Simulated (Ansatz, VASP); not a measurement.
One calculation of SnO2, two programs

File INCAR:

```
SYSTEM = SnO2
PREC     = Accurate       ! precision mode
ENCUT    = 520            ! plane-wave cutoff, eV
EDIFF    = 1E-6           ! SCF threshold, eV
ISMEAR   = -1             ! smearing method
SIGMA    = 0.05           ! smearing width, eV
LREAL    = .False.        ! projectors in reciprocal space
LASPH    = .True.         ! aspherical terms in the spheres
NELM     = 80             ! most SCF steps
ALGO     = Normal         ! electronic algorithm
ISIF     = 2              ! what is computed and relaxed
LWAVE    = .False.        ! write WAVECAR
LCHARG   = .False.        ! write CHGCAR
NBANDS   = 20             ! bands
```

KPOINTS

```
regular mesh
0
Gamma
  10 10 10
  0 0 0
```

Contents of POSCAR:

```
SnO2
1.0
    1.5952377869      0.9210109657      4.7357117578
   -1.5952377869      0.9210109657      4.7357117578
    0.0000000000     -1.8420219315      4.7357117578
Sn O
1 2
Direct
    0.5000000000      0.5000000000      0.5000000000
    0.7628300000      0.7628300000      0.7628300000
    0.2371700000      0.2371700000      0.2371700000
```

File input.yaml:

```yaml
crystal:
  lattice:
    - [1.5952377869, 0.9210109657, 4.7357117578]
    - [-1.5952377869, 0.9210109657, 4.7357117578]
    - [0.0, -1.8420219315, 4.7357117578]
  atoms:
    - { symbol: Sn, position: [0.5, 0.5, 0.5] }
    - { symbol: O, position: [0.76283, 0.76283, 0.76283] }
    - { symbol: O, position: [0.23717, 0.23717, 0.23717] }
hamiltonian:
  xc: lda
  pseudopotentials: { kind: paw }
kpoints:
  mp_grid: { grid: [10, 10, 10] }
scf:
  occupations: { method: fermi_dirac, width: 0.05 }
output:
  forces: true
  stress: true
  eigenvalues: true
```

Alike in both runs: task single point; functional LDA; k mesh 10 × 10 × 10; occupations fermi-dirac, width 0.05 eV; no spin polarisation.

|  | VASP | Ansatz |
| --- | --- | --- |
| version | VASP 6.6.1 | Ansatz 0.2.0 |
| potentials or method | VASP PAW LDA potentials, release 64 (Sn_d, O) | Ansatz PAW |
| plane-wave cutoff (eV) | 520 | 420 |
| valence electrons in the cell | 26 | 26 |

VASP gave:

| Quantity | Value |
| --- | --- |
| gap on the k mesh at the Fermi level (eV) | 2.04 |
| least direct gap on the mesh (eV) | 2.20 |
| pressure (GPa) | -2.7 |
| traceless stress, the component that is largest in VASP (GPa) | -1.18 |
| rms of the force components (eV/Å) | 0.087 |

Q: Which values does Ansatz return?

A: gap on the k mesh at the Fermi level (eV): 2.04; least direct gap on the mesh (eV): 2.20; pressure (GPa): -3.5; traceless stress, the component that is largest in VASP (GPa): -0.63; rms of the force components (eV/Å): 0.118.

LDA's correlation is that of Perdew and Zunger in VASP and of Perdew and Wang (1992) in Ansatz. Atom by atom the forces differ by 0.031 eV/Å (rms over components).

Noted on Ansatz's run: Pulay correction over one GPa.
